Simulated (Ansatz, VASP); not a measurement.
# Two plane-wave programs on AlNi

```
CELL_PARAMETERS angstrom
2.88100 0.00000 0.00000
0.00000 2.88100 0.00000
0.00000 0.00000 2.85219
ATOMIC_POSITIONS crystal
Ni 0.50000 0.50000 0.50000
Al 0.00000 0.00000 0.00000
```

Alike in both runs: task single point; functional PBE; k mesh 8 × 8 × 8; occupations fermi-dirac, width 0.05 eV; collinear spin.

|  | VASP | Ansatz |
| --- | --- | --- |
| version | VASP 6.6.1 | Ansatz 0.2.0 |
| potentials or method | VASP PAW PBE potentials, release 64 (Ni, Al) | Ansatz PAW |
| plane-wave cutoff (eV) | 520 | 420 |
| valence electrons in the cell | 13 | 21 |

|  | VASP | Ansatz | Ansatz less VASP |
| --- | --- | --- | --- |
| gap on the k mesh at the Fermi level (eV) | none | none | - |
| pressure (GPa) | 3.9 | 3.9 | 0.00 |
| traceless stress, the component that is largest in VASP (GPa) | 0.34 | 0.32 | -0.018 |
| net moment per atom (μB) | 0.00 | 0.00 | 0.000 |

A gap of «none» marks a metal or a gap that the smearing closes. VASP's potentials hold 13 valence electrons a cell and Ansatz's 21, so a difference there can come from the potentials and not from the codes.
